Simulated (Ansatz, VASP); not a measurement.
Two plane-wave programs on Si7B

```
CELL_PARAMETERS angstrom
0.00000 3.77123 3.77123
3.77123 0.00000 3.77123
3.77123 3.77123 0.00000
ATOMIC_POSITIONS crystal
Si 0.50000 0.00000 0.00000
Si 0.00000 0.50000 0.00000
Si 0.00000 0.00000 0.50000
Si 0.50000 0.00000 0.50000
Si 0.00000 0.50000 0.50000
Si 0.50000 0.50000 0.50000
Si 0.50000 0.50000 0.00000
B 0.00000 0.00000 0.00000
```

Alike in both runs: functional PBE; k mesh 4 × 4 × 4; occupations gaussian, width 0.2 eV; no spin polarisation.

Ansatz relaxed the structure, and its values are those at the end. VASP's run is a single point on that final structure, the one shown.

|  | VASP | Ansatz |
| --- | --- | --- |
| version | VASP 6.6.1 | Ansatz 0.2.0 |
| potentials or method | VASP PAW PBE potentials, release 64 (Si, B), cutoff 500 eV | scalar-relativistic, plane waves, PAW |
| valence electrons in the cell | 31 | 31 |

|  | VASP | Ansatz | Ansatz less VASP |
| --- | --- | --- | --- |
| gap on the k mesh at the Fermi level (eV) | none | none | - |
| pressure (GPa) | -0.6 | -0.6 | +0.04 |

A gap of «none» marks a metal or a gap that the smearing closes.

The k mesh is coarse, so the values compare programs but aren't converged.
